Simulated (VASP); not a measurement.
NaF (Villiaumite): single point with PBEsol

The system is NaF (Villiaumite).

```
Na F
1.0
     0.00000    2.20421    2.20421
     2.20421    0.00000    2.20421
     2.20421    2.20421    0.00000
Na F
1 1
Direct
  0.00000 0.00000 0.00000
  0.50000 0.50000 0.50000
```

```
Program             : VASP 6.6.1
Task                : single point
Functional          : PBEsol
Potentials or basis : VASP PAW PBE potentials, release 64 (Na_pv, F)
Cutoff              : 520 eV
k mesh              : 8 × 8 × 8
Occupations         : gaussian, width 0.01 eV
Spin                : no spin polarisation
```

```json
{
 "Pressure": "10.2 GPa",
 "Band gap on the k mesh": "7.02 eV, direct"
}
```

Levels at points of the mesh, in eV from the valence-band top:
```
           k point  band 3  band 4  band 5  band 6  band 7  band 8  band 9  band 10  band 11  band 12
(0.00, 0.00, 0.00)  -18.36  -18.36    0.00    0.00    0.00    7.02   19.89    19.89    19.89    22.90
(0.50, 0.00, 0.00)  -18.37  -17.57   -1.98   -0.35   -0.35   11.54   13.64    21.62    21.62    24.63
(0.50, 0.50, 0.00)  -18.45  -18.45   -1.54   -0.49   -0.49   13.55   14.26    15.06    21.66    21.66
```

It took 5.6 s on 1 thread of Intel(R) Xeon(R) Platinum 8375C CPU @ 2.90GHz (Ice Lake), with other jobs on the host, peak memory 0.13 GiB.

Caveat: the PAW data sets were made with another functional, which shifts forces and pressure a little. Expect the measured gap to be larger: semilocal functionals such as PBEsol lack the derivative discontinuity.
